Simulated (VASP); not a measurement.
Set up this calculation in VASP 6.6.1, as the native input.

| Item | Value |
| --- | --- |
| Task | single point |
| Functional | r2SCAN |
| Potentials or basis | VASP PAW PBE potentials, release 64 (Fe, S) |
| Cutoff | 660 eV |
| k mesh | 6 × 6 × 8 |
| Occupations | gaussian, width 0.01 eV |
| Spin | no spin polarisation |
| Dipole correction | no |
| Further INCAR settings | ALGO = Normal; EDIFF = 1e-06; NBANDS = 29 |

The system is FeS2.

```
Fe S
1.0
     4.43081    0.00000    0.00000
     0.00000    5.40056    0.00000
     0.00000    0.00000    3.37924
Fe S
2 4
Direct
  0.50000 0.50000 0.50000
  0.00000 0.00000 0.00000
  0.29905 0.87784 0.50000
  0.70095 0.12216 0.50000
  0.20095 0.37784 0.00000
  0.79905 0.62216 0.00000
```

These files were run (other wordings do the same):

POSCAR

```
FeS2
1.0
    4.4308097358      0.0000000000      0.0000000000
    0.0000000000      5.4005600319      0.0000000000
    0.0000000000      0.0000000000      3.3792372752
Fe S
2 4
Direct
    0.5000000000      0.5000000000      0.5000000000
    0.0000000000      0.0000000000      0.0000000000
    0.2990462953      0.8778423373      0.5000000000
    0.7009537047      0.1221576627      0.5000000000
    0.2009537047      0.3778423373      0.0000000000
    0.7990462953      0.6221576627      0.0000000000
```

INCAR.step1

```
SYSTEM = FeS2
PREC = Accurate ; ENCUT = 660
ISMEAR = 0 ; SIGMA = 0.01
LREAL = .False. ; LASPH = .True.
NELM = 120 ; NBANDS = 29
GGA = PE ; ALGO = Normal
EDIFF = 1E-5 ; LWAVE = .True.
LCHARG = .False. ; GGA_COMPAT = .False.
```

INCAR.step2

```
SYSTEM = FeS2
PREC = Accurate ; ENCUT = 660
EDIFF = 1E-6 ; ISMEAR = 0
SIGMA = 0.01 ; LREAL = .False.
LASPH = .True. ; NELM = 120
ALGO = Normal ; ISIF = 2
LWAVE = .False. ; LCHARG = .False.
METAGGA = R2SCAN ; LMIXTAU = .True.
NBANDS = 29 ; ISTART = 1
GGA_COMPAT = .False.
```

KPOINTS

```
regular mesh
0
Gamma
  6 6 8
  0 0 0
```

Potentials or basis: VASP PAW PBE potentials, release 64 (Fe, S).

The run is started by

```sh
$ cat potpaw_PBE.64/Fe/POTCAR potpaw_PBE.64/S/POTCAR > POTCAR
$ cp INCAR.step1 INCAR
$ mpirun -np 1 vasp_std > vasp.out
$ cp INCAR.step2 INCAR
$ mpirun -np 1 vasp_std > vasp.out
```

It gave:

```json
{"Pressure": "0.0 GPa", "Largest force": "0.070 eV/Å", "Band gap on the k mesh": "1.41 eV (least direct gap 1.70 eV)"}
```

Caveat: the PAW data sets were made with another functional, which shifts forces and pressure a little.

It took 6.1 min on 1 thread of Intel(R) Xeon(R) 6975P-C (Granite Rapids), on a shared host, peak memory 0.37 GiB.
